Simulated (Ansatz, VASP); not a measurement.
## Bi: VASP beside Ansatz

Contents of POSCAR:

```
Bi
1.0
    0.0000000000      2.4903651041      2.4903651041
    2.4903651041      0.0000000000      2.4903651041
    2.4903651041      2.4903651041      0.0000000000
Bi
1
Direct
    0.0000000000      0.0000000000      0.0000000000
```

File INCAR.step1:

```
ALGO = Normal
EDIFF = 1E-5
ENCUT = 520
GGA = PE
ISIF = 2
ISMEAR = 0
LASPH = True
LCHARG = False
LREAL = False
LWAVE = True
NBANDS = 14
NELM = 100
PREC = Accurate
SIGMA = 0.05
```

Contents of INCAR.step2:

```
ALGO = Normal
EDIFF = 1E-6
ENCUT = 520
GGA = PE
HFSCREEN = 0.2079
ISIF = 2
ISMEAR = 0
ISTART = 1
LASPH = True
LCHARG = False
LHFCALC = True
LREAL = False
LWAVE = False
NBANDS = 14
NELM = 100
PREC = Accurate
PRECFOCK = Normal
SIGMA = 0.05
```

Contents of KPOINTS:

```
k-points
0
Gamma
  8 8 8
```

Input for Ansatz:

```yaml
crystal:
  lattice:
    - [0.0, 2.4903651041, 2.4903651041]
    - [2.4903651041, 0.0, 2.4903651041]
    - [2.4903651041, 2.4903651041, 0.0]
  atoms:
    - { symbol: Bi, position: [0.0, 0.0, 0.0] }
basis:
  ecutwfc: 420
  ecutrho_ratio: 4
kpoints:
  mp_grid: { grid: [8, 8, 8] }
  band_path:
    path:
      - [[0.0, 0.0, 0.0], [0.5, 0.0, 0.5], [0.625, 0.25, 0.625]]
      - [[0.375, 0.375, 0.75], [0.0, 0.0, 0.0], [0.5, 0.5, 0.5], [0.5, 0.25, 0.75], [0.5, 0.0, 0.5]]
    npoints: 4
hamiltonian:
  xc: hse06
scf:
  occupations: { method: gaussian, width: 0.05 }
  n_extra_bands: 7
output:
  forces: true
  stress: true
  eigenvalues: true
  populations: true
  dos: { projected: true, de: 0.02 }
  bader: false
```

Alike in both runs: task single point; functional HSE06; k mesh 8 × 8 × 8; occupations gaussian, width 0.05 eV; no spin polarisation.

|  | VASP | Ansatz |
| --- | --- | --- |
| version | VASP 6.6.1 | Ansatz 0.2.0 |
| potentials or method | VASP PAW PBE potentials, release 64 (Bi_d), cutoff 520 eV | scalar-relativistic, plane waves, PAW |
| valence electrons in the cell | 15 | 15 |

|  | VASP | Ansatz | Ansatz less VASP |
| --- | --- | --- | --- |
| gap on the k mesh at the Fermi level (eV) | none | none | - |
| pressure (GPa) | -0.1 | -0.1 | 0.00 |

A gap of «none» marks a metal or a gap that the smearing closes. Ansatz's warnings: filled band counts differ across k points, stress exchange threshold loose, stress scf threshold loose.

Neither program's run includes spin-orbit coupling.
